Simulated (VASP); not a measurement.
# Li2CaO2 (P-4m2) in VASP: further runs

Li2CaO2 is run at these levels: PBE; tasks: relaxation of cell and atoms.

All numbers are computed with VASP 6.6.1; they aren't measurements. Logs are shortened: lines on timing, memory, paths and dates and some standing lists are left out, and cuts for length are marked.

## (1) The cell of the first run

Symmetry: P-4m2, No. 115, tetragonal system. Conventional cell: a = 4.273 Å, b = 4.273 Å, c = 6.043 Å, α = 90.00°, β = 90.00°, γ = 90.00°. Li (site symmetry -4m2) has 4 O at 2.62 Å and 2 Ca at 3.02 Å within 3.5 Å. Li (site symmetry -4m2) has 4 O at 2.62 Å and 4 Ca at 3.02 Å within 3.5 Å. Within 3.5 Å of Ca (site symmetry -4m2) lie 4 O at 2.62 Å and 6 Li at 3.02 Å. O (site symmetry 2mm) has 4 Li at 2.62 Å and 2 Ca at 2.62 Å within 3.5 Å.

## (2) Relaxation of cell and atoms, PBE

File INCAR:

```
PREC = Accurate
ENCUT = 750
EDIFF = 1E-7
ISMEAR = 0
SIGMA = 0.1
LREAL = F
LASPH = T
NELM = 120
ALGO = Normal
ISIF = 3
LWAVE = F
LCHARG = F
GGA = PE
IBRION = 2
NSW = 90
EDIFFG = -0.04
GGA_COMPAT = F
NELMIN = 4
```

File KPOINTS:

```
regular mesh
0
Gamma
  4 4 4
```

File POSCAR:

```
Li2CaO2
1.0
    4.2727276200      0.0000000000      0.0000000000
    0.0000000000      4.2727276200      0.0000000000
    0.0000000000      0.0000000000      6.0425493500
Li Ca O
2 1 2
Direct
    0.0000000000      0.0000000000      0.0000000000
    0.5000000000      0.5000000000      0.5000000000
    0.0000000000      0.0000000000      0.5000000000
    0.5000000000      0.0000000000      0.7500000000
    0.0000000000      0.5000000000      0.2500000000
```

Potentials or basis: VASP PAW PBE potentials, release 64 (Li_sv, Ca_sv, O).

Launch:

```sh
> cat potpaw_PBE.64/Li_sv/POTCAR potpaw_PBE.64/Ca_sv/POTCAR potpaw_PBE.64/O/POTCAR > POTCAR
> mpirun -np 1 vasp_std > vasp.out
```

OUTCAR:

```text
PREC = Accurate
   ENCUT = 750
   EDIFF = 1E-7
   ISMEAR = 0
   LREAL = F
   LASPH = T
   NELM = 120
   ISIF = 3
   GGA = PE
   IBRION = 2
   NSW = 90
   EDIFFG = -0.04
   NELMIN = 4

 ion  position               nearest neighbor table
   1  0.000  0.000  0.000-
   2  0.500  0.500  0.500-
   3  0.000  0.000  0.500-
   4  0.500  0.000  0.750-
   5  0.000  0.500  0.250-

  LATTYP: Found a simple tetragonal cell.
 ALAT       =     4.2727276200
 C/A-ratio  =     1.4142135627

  Lattice vectors:

 A1 = (   4.2727276200,   0.0000000000,   0.0000000000)
 A2 = (   0.0000000000,   4.2727276200,   0.0000000000)
 A3 = (   0.0000000000,   0.0000000000,   6.0425493500)

Analysis of symmetry for initial positions (statically):
=====================================================================
 Subroutine PRICEL returns:
 Original cell was already a primitive cell.

 Routine SETGRP: Setting up the symmetry group for a
 simple tetragonal supercell.

 Subroutine GETGRP returns: Found  8 space group operations
 (whereof  8 operations were pure point group operations)
 out of a pool of 16 trial point group operations.

The static configuration has the point symmetry D_2d.

Analysis of symmetry for dynamics (positions and initial velocities):
=====================================================================
 Subroutine PRICEL returns:
 Original cell was already a primitive cell.

 Routine SETGRP: Setting up the symmetry group for a
 simple tetragonal supercell.

 Subroutine GETGRP returns: Found  8 space group operations
 (whereof  8 operations were pure point group operations)
 out of a pool of 16 trial point group operations.

The dynamic configuration has the point symmetry D_2d.

 Subroutine INISYM returns: Found  8 space group operations
 (whereof  8 operations are pure point group operations),
 and found     1 'primitive' translations

----------------------------------------------------------------------------------------

                                     Primitive cell

  volume of cell :     110.3140

  direct lattice vectors                    reciprocal lattice vectors
     4.272727620  0.000000000  0.000000000     0.234042534  0.000000000  0.000000000
     0.000000000  4.272727620  0.000000000     0.000000000  0.234042534  0.000000000
     0.000000000  0.000000000  6.042549350     0.000000000  0.000000000  0.165493063

  length of vectors
     4.272727620  4.272727620  6.042549350     0.234042534  0.234042534  0.165493063

  position of ions in fractional coordinates (direct lattice)
     0.000000000  0.000000000  0.000000000
     0.500000000  0.500000000  0.500000000
     0.000000000  0.000000000  0.500000000
     0.500000000  0.000000000  0.750000000
     0.000000000  0.500000000  0.250000000

  ion indices of the primitive-cell ions
   primitive index   ion index
                 1           1
                 2           2
                 3           3
                 4           4
                 5           5

----------------------------------------------------------------------------------------

 KPOINTS: regular mesh

Automatic generation of k-mesh.
 Grid dimensions read from file:
 generate k-points for:    4    4    4

 Generating k-lattice:

  Cartesian coordinates                     Fractional coordinates (reciprocal lattice)
     0.058510634  0.000000000  0.000000000     0.250000000  0.000000000  0.000000000
     0.000000000  0.058510634  0.000000000     0.000000000  0.250000000  0.000000000
     0.000000000  0.000000000  0.041373266     0.000000000  0.000000000  0.250000000

  Length of vectors
     0.058510634  0.058510634  0.041373266

  Shift w.r.t. Gamma in fractional coordinates (k-lattice)
     0.000000000  0.000000000  0.000000000

 Subroutine IBZKPT returns following result:
 ===========================================

 Found     18 irreducible k-points:

 Following reciprocal coordinates:
            Coordinates               Weight
  0.000000  0.000000  0.000000      1.000000
  0.250000  0.000000  0.000000      4.000000
  0.500000  0.000000  0.000000      2.000000
  0.250000  0.250000  0.000000      4.000000
  0.500000  0.250000  0.000000      4.000000
  0.500000  0.500000  0.000000      1.000000
[... 10 lines left out ...]
  0.500000  0.250000  0.500000      4.000000
  0.500000  0.500000  0.500000      1.000000
   k-points           NKPTS =     18   k-points in BZ     NKDIM =     18   number of bands    NBANDS=     18
   number of dos      NEDOS =    301   number of ions     NIONS =      5
   total plane-waves  NPLWV =  86400
   dimension x,y,z NGX =    40 NGY =   40 NGZ =   54
   dimension x,y,z NGXF=    80 NGYF=   80 NGZF=  108
   ions per type =               2   1   2
   NGX,Y,Z   is equivalent  to a cutoff of  15.56, 15.56, 14.86 a.u.
   NGXF,Y,Z  is equivalent  to a cutoff of  31.13, 31.13, 29.71 a.u.
 SYSTEM =  unknown system
   PREC   = accura    normal or accurate (medium, high low for compatibility)
   ISTART =      0    job   : 0-new  1-cont  2-samecut
   ICHARG =      2    charge: 1-file 2-atom 10-const
   ISPIN  =      1    spin polarized calculation?
   LNONCOLLINEAR =      F non collinear calculations
   LSORBIT =      F    spin-orbit coupling
   LASPH  =      T    aspherical Exc in radial PAW
   ENCUT  =  750.0 eV  55.12 Ry    7.42 a.u.   9.54  9.54 13.49*2*pi/ulx,y,z
   NELM   =    120;   NELMIN=  4; NELMDL= -5     # of ELM steps
   EDIFF  = 0.1E-06   stopping-criterion for ELM
   LREAL  =      F    real-space projection
   EDIFFG = -.4E-01   stopping-criterion for IOM
   NSW    =     90    number of steps for IOM
   IBRION =      2    ionic relax: 0-MD 1-quasi-New 2-CG
   NFREE  =      1    steps in history (QN), initial steepest desc. (CG)
   ISIF   =      3    stress and relaxation
   ISYM   =      2    0-nonsym 1-usesym 2-fastsym
   POTIM  = 0.5000    time-step for ionic-motion
   TEBEG  =    0.0;   TEEND  =   0.0 temperature during run
   PSTRESS=    0.0 pullay stress
   NELECT =      28.0000    total number of electrons
   NUPDOWN=      -1.0000    fix difference up-down
   EMIN   =  10.00;   EMAX   =-10.00  energy-range for DOS
   EFERMI =   0.00;   METHOD = LEGACY
   ISMEAR =     0;   SIGMA  =   0.10  broadening in eV -4-tet -1-fermi 0-gaus
   EFERMI_NEDOS =   21; number of points for ismear=-14 and -15
   IALGO  =     38    algorithm
   IMIX   =      4    mixing-type and parameters
     AMIX     =   0.40;   BMIX     =  1.00
     AMIX_MAG =   1.60;   BMIX_MAG =  1.00
  volume/ion in A,a.u.               =      22.06       148.89
  Fermi-wavevector in a.u.,A,eV,Ry     =   1.036535  1.958767 14.618165  1.074405
  Thomas-Fermi vector in A             =   2.170930
   LORBIT       =      0    0 simple, 1 ext, 2 COOP (PROOUT), +10 PAW based schemes
   GGA     = PE    functional components
   LHFCALC =     F    Hartree Fock is set to
   AEXX    =    0.0000 exact exchange contribution
   IVDW    =     0    specifies the selected vdW correction
   LEPSILON=     F    determine dielectric tensor
   LRPA    =     F    only Hartree local field effects (RPA)
 conjugate gradient relaxation of ions
 non-spin polarized calculation
 Gauss-broadening in eV      SIGMA  =   0.10
  energy-cutoff  :      750.00
  volume of cell :      110.31
 maximum number of plane-waves:      5223
 NGX is ok and might be reduce to    40
   NGX = 19   NGY = 19   NGZ = 27

--------------------------------------- Ionic step        1  -------------------------------------------

 number of electron      28.0000001 magnetization

 Free energy of the ion-electron system (eV)
  ---------------------------------------------------
  ext. energy  EPLUGINS =         0.00000000
  ---------------------------------------------------
  free energy    TOTEN  =       -22.05777550 eV

  energy without entropy =      -22.05777550  energy(sigma->0) =      -22.05777550

------------------------ aborting loop because EDIFF is reached ----------------------------------------

  FORCE on cell =-STRESS in cart. coord.  units (eV):
  Direction    XX          YY          ZZ          XY          YZ          ZX
  --------------------------------------------------------------------------------------
  -------------------------------------------------------------------------------------
  Total       -8.1218013     -8.1218013     -8.1562497      0.0000000      0.0000000     -0.0000000
  in kB     -117.9593368   -117.9593368   -118.4596571      0.0000000      0.0000000     -0.0000000
  external PRESSURE =    -118.1261102 kB  Pullay stress =       0.0000000 kB

 VOLUME and BASIS-vectors are now :
 -----------------------------------------------------------------------------
  energy-cutoff  :      750.00
  volume of cell :      110.31
      direct lattice vectors                 reciprocal lattice vectors
     4.272727620  0.000000000  0.000000000     0.234042534  0.000000000  0.000000000
     0.000000000  4.272727620  0.000000000     0.000000000  0.234042534  0.000000000
     0.000000000  0.000000000  6.042549350     0.000000000  0.000000000  0.165493063

 POSITION                                       TOTAL-FORCE (eV/Angst)
 -----------------------------------------------------------------------------------
      0.00000      0.00000      0.00000         0.000000     -0.000000      0.000000
      2.13636      2.13636      3.02127         0.000000      0.000000      0.000000
      0.00000      0.00000      3.02127         0.000000     -0.000000      0.000000
      2.13636      0.00000      4.53191         0.000000     -0.000000     -2.312698
      0.00000      2.13636      1.51064         0.000000     -0.000000      2.312698
 -----------------------------------------------------------------------------------
    total drift:                               -0.000000      0.000000     -0.000000

  FREE ENERGIE OF THE ION-ELECTRON SYSTEM (eV)
  ---------------------------------------------------
  free  energy   TOTEN  =       -22.0577755022 eV

  energy  without entropy=      -22.0577755022  energy(sigma->0) =      -22.05777550

--------------------------------------- Ionic step        2  -------------------------------------------

 number of electron      27.9999997 magnetization

 E-fermi :  -0.2109     XC(G=0):  -7.8078

 val. band max:       -0.7380564452   @ k =   0.5000   0.0000   0.5000
 cond. band min:       2.0170774618   @ k =   0.0000   0.0000   0.0000
 fundamental gap:      2.7551339070
 Fermi energy:        -0.2108530545

 k-point     1 :       0.0000    0.0000    0.0000
  band No.  band energies     occupation
      1     -45.6361      2.00000
      2     -45.2444      2.00000
      3     -38.8826      2.00000
      4     -20.1410      2.00000
      5     -19.9324      2.00000
      6     -19.9324      2.00000
[... 10 lines left out ...]
     17       5.4469      0.00000
     18       6.1034      0.00000
[... 572 lines left out ...]
 POSITION                                       TOTAL-FORCE (eV/Angst)
 -----------------------------------------------------------------------------------
     -0.00000      0.00000      5.30967         0.000000      0.000000      0.000000
      1.86178      1.86178      2.65483         0.000000     -0.000000      0.000000
     -0.00000      0.00000      2.65483         0.000000      0.000000      0.000000
      1.86178      0.00000      3.78324        -0.000000      0.000000      0.061963
     -0.00000      1.86178      1.52643         0.000000      0.000000     -0.061963
 -----------------------------------------------------------------------------------
    total drift:                               -0.000000      0.000000     -0.000000

  FREE ENERGIE OF THE ION-ELECTRON SYSTEM (eV)
  ---------------------------------------------------
  free  energy   TOTEN  =       -24.6408296537 eV

  energy  without entropy=      -24.6408296537  energy(sigma->0) =      -24.64082965

--------------------------------------- Ionic step        8  -------------------------------------------

 number of electron      28.0000004 magnetization

 Free energy of the ion-electron system (eV)
  ---------------------------------------------------
  ext. energy  EPLUGINS =         0.00000000
  ---------------------------------------------------
  free energy    TOTEN  =       -24.64155360 eV

  energy without entropy =      -24.64155360  energy(sigma->0) =      -24.64155360

 E-fermi :   0.1763     XC(G=0):  -8.2979

 val. band max:       -0.3090477672   @ k =   0.5000   0.0000   0.5000
 cond. band min:       3.1030561305   @ k =   0.0000   0.0000   0.0000
 fundamental gap:      3.4121038976
 Fermi energy:         0.1762928669

 k-point     1 :       0.0000    0.0000    0.0000
  band No.  band energies     occupation
      1     -45.0206      2.00000
      2     -44.1205      2.00000
      3     -37.3243      2.00000
      4     -18.9121      2.00000
      5     -18.4581      2.00000
      6     -18.4581      2.00000
[... 10 lines left out ...]
     17       7.1434      0.00000
     18       7.5394      0.00000
[... 377 lines left out ...]
 POSITION                                       TOTAL-FORCE (eV/Angst)
 -----------------------------------------------------------------------------------
      0.00000      0.00000      0.00000         0.000000      0.000000      0.000000
      1.86913      1.86913      2.66924         0.000000     -0.000000      0.000000
     -0.00000      0.00000      2.66924         0.000000      0.000000      0.000000
      1.86913      3.73826      3.80360         0.000000     -0.000000     -0.031580
     -0.00000      1.86913      1.53488        -0.000000      0.000000      0.031580
 -----------------------------------------------------------------------------------
    total drift:                               -0.000000      0.000000      0.000000

  FREE ENERGIE OF THE ION-ELECTRON SYSTEM (eV)
  ---------------------------------------------------
  free  energy   TOTEN  =       -24.6415535979 eV

  energy  without entropy=      -24.6415535979  energy(sigma->0) =      -24.64155360

 reached required accuracy - stopping structural energy minimisation
```

Run time: 3.4 min. Hardware: 1 thread of Intel Xeon 6975P-C (Granite Rapids), shared host; peak memory 0.33 GiB.

Results:

| Quantity | Value |
| --- | --- |
| Free energy | -24.6416 eV |
| Relaxed volume | 14.92 Å³/atom |
| Relaxed cell | a = 3.738 Å, b = 3.738 Å, c = 5.338 Å, α = 90.00°, β = 90.00°, γ = 90.00° |
| Space group after relaxing (to 0.05 Å) | P-4m2 (No. 115) |
| Energy gained by relaxing | 516.8 meV/atom |
| Ionic steps | 8 |
| Pressure after relaxing | -0.3 GPa |
| Largest force after relaxing | 0.032 eV/Å |
| Band gap on the k mesh | 3.41 eV, indirect (least direct gap 3.60 eV) |

Forces on the atoms (eV/Å):
```
Li   0.000  0.000  0.000
Li   0.000  0.000  0.000
Ca   0.000  0.000  0.000
O    0.000  0.000 -0.032
O    0.000  0.000  0.032
```

The path:
```csv
step,energy change (eV),largest force (eV/Å),pressure (GPa),volume (Å³)
1,0.0000,2.3127,-11.81,110.31
2,-2.0393,1.5049,-8.42,86.33
3,-2.5774,0.1937,-0.20,73.13
4,-2.5780,0.0998,0.44,72.49
5,-2.5801,0.0623,0.46,72.75
6,-2.5829,0.0302,0.50,73.39
7,-2.5831,0.0620,0.51,73.62
8,-2.5838,0.0316,-0.28,74.60
```

Final structure:
```
Li Ca O
1.0
     3.73826    0.00000    0.00000
     0.00000    3.73826    0.00000
     0.00000    0.00000    5.33849
Li Ca O
2 1 2
Direct
  0.00000 0.00000 0.00000
  0.50000 0.50000 0.50000
  0.00000 0.00000 0.50000
  0.50000 0.00000 0.71249
  0.00000 0.50000 0.28751
```

Caveat: the volume moved by over 15 % at a fixed basis, so the end points are rough.

## (3) Relaxation of cell and atoms, PBE

This run uses another cell than the first one, of 14.76 Å³/atom, 0.669 times its volume.

INCAR is that of step 2.

File KPOINTS:

```
Automatic mesh
0
Gamma
  6 6 4
```

File POSCAR:

```
Li2CaO2
1.0
    3.7238576369      0.0000000000      0.0000000000
    0.0000000000      3.7238576369      0.0000000000
    0.0000000000      0.0000000000      5.3235762966
Li Ca O
2 1 2
Direct
    0.0000000000      0.0000000000      0.0000000000
    0.5000000000      0.5000000000      0.5000000000
    0.0000000000      0.0000000000      0.5000000000
    0.5000000000      0.0000000000      0.7121283689
    0.0000000000      0.5000000000      0.2878716311
```

Potentials or basis: VASP PAW PBE potentials, release 64 (Li_sv, Ca_sv, O).

Launch:

```sh
> cat potpaw_PBE.64/Li_sv/POTCAR potpaw_PBE.64/Ca_sv/POTCAR potpaw_PBE.64/O/POTCAR > POTCAR
> mpirun -np 1 vasp_std > vasp.out
```

Wall time 43 s (1 thread of Intel Xeon 6975P-C (Granite Rapids), shared host); peak memory 0.29 GiB.

The run converged. Its results:

```yaml
Free_energy: -24.6304 eV
Relaxed_volume: 14.82 Å³/atom
Relaxed_cell: a = 3.729 Å, b = 3.729 Å, c = 5.327 Å, α = 90.00°, β = 90.00°, γ = 90.00°
Space_group_after_relaxing_to_0.05_Å: P-4m2 (No. 115)
Energy_gained_by_relaxing: 0.1 meV/atom
Ionic_steps: 2
Pressure_after_relaxing: -0.1 GPa
Largest_force_after_relaxing: 0.008 eV/Å
Band_gap_on_the_k_mesh: 3.45 eV, indirect (least direct gap 3.63 eV)
```

Forces on the atoms (eV/Å):
```
Li   0.000  0.000  0.000
Li   0.000  0.000  0.000
Ca   0.000  0.000  0.000
O    0.000  0.000  0.008
O    0.000  0.000 -0.008
```

The path:
| step | energy change (eV) | largest force (eV/Å) | pressure (GPa) | volume (Å³) |
| --- | --- | --- | --- | --- |
| 1 | 0.0000 | 0.0602 | 0.28 | 73.82 |
| 2 | -0.0004 | 0.0079 | -0.05 | 74.10 |

Final structure:
```
Li Ca O
1.0
     3.72944    0.00000    0.00000
     0.00000    3.72944    0.00000
     0.00000    0.00000    5.32733
Li Ca O
2 1 2
Direct
  0.00000 0.00000 0.00000
  0.50000 0.50000 0.50000
  0.00000 0.00000 0.50000
  0.50000 0.00000 0.71267
  0.00000 0.50000 0.28733
```

Levels at points of the mesh, in eV from the valence-band top:
| k point | band 11 | band 12 | band 13 | band 14 | band 15 | band 16 | band 17 | band 18 |
| --- | --- | --- | --- | --- | --- | --- | --- | --- |
| (0.00, 0.00, 0.00) | -0.58 | -0.58 | -0.19 | -0.19 | 3.45 | 5.57 | 7.49 | 7.88 |
| (0.50, 0.00, 0.00) | -0.93 | -0.47 | -0.37 | -0.21 | 5.60 | 5.92 | 7.13 | 7.35 |
| (0.50, 0.50, 0.00) | -0.37 | -0.36 | -0.21 | -0.21 | 4.81 | 4.81 | 7.11 | 7.75 |
| (0.00, 0.00, 0.50) | -0.67 | -0.67 | -0.10 | -0.10 | 4.69 | 5.22 | 7.26 | 7.89 |
| (0.50, 0.00, 0.50) | -0.66 | -0.50 | -0.36 | 0.00 | 6.07 | 6.16 | 7.06 | 7.37 |
| (0.50, 0.50, 0.50) | -0.61 | -0.43 | -0.30 | -0.30 | 5.30 | 5.30 | 7.01 | 7.83 |

A k mesh can miss the band edges.
